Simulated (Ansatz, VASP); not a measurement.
# LiCl in VASP and in Ansatz

INCAR

```
SYSTEM = LiCl
ALGO = Normal
EDIFF = 1E-6
ENCUT = 750
GGA = CA
GGA_COMPAT = .FALSE.
ISIF = 2
ISMEAR = 0
LASPH = .TRUE.
LCHARG = .FALSE.
LREAL = .FALSE.
LWAVE = .FALSE.
NBANDS = 12
NELM = 120
PREC = Accurate
SIGMA = 0.01
```

KPOINTS

```
k-points
0
G
  8 8 8
  0 0 0
```

POSCAR

```
LiCl
1.0
    0.0000000000      2.5560369926      2.5560369926
    2.5560369926      0.0000000000      2.5560369926
    2.5560369926      2.5560369926      0.0000000000
Li Cl
1 1
Direct
    0.0000000000      0.0000000000      0.0000000000
    0.5000000000      0.5000000000      0.5000000000
```

Input for Ansatz:

```yaml
crystal:
  lattice:
    - [0.0, 2.5560369926, 2.5560369926]
    - [2.5560369926, 0.0, 2.5560369926]
    - [2.5560369926, 2.5560369926, 0.0]
  atoms:
    - { symbol: Li, position: [0.0, 0.0, 0.0] }
    - { symbol: Cl, position: [0.5, 0.5, 0.5] }
kpoints:
  mp_grid: { grid: [8, 8, 8] }
hamiltonian:
  xc: lda
scf:
  occupations: { method: fixed }
output:
  optics:
    e_range: [0.5, 6]
    de: 0.2
    sigma: 0.25
    scissors: 2.5
    scheme: gaussian
    bands: { spectra_wanted_up_to: 6 }
```

Alike in both runs: task single point; functional LDA; k mesh 8 × 8 × 8; no spin polarisation.

|  | VASP | Ansatz |
| --- | --- | --- |
| version | VASP 6.6.1 | Ansatz 0.2.0 |
| potentials or method | VASP PAW LDA potentials, release 64 (Li_sv, Cl) | plane waves, PAW |
| plane-wave cutoff (eV) | 750 | 420 |
| occupations | gaussian, width 0.01 eV | fixed |
| valence electrons in the cell | 10 | 10 |

```csv
,VASP,Ansatz,Ansatz less VASP
gap on the k mesh at the Fermi level (eV),6.06,6.05,-0.012
```

LDA's correlation is that of Perdew and Zunger in VASP and of Perdew and Wang (1992) in Ansatz.
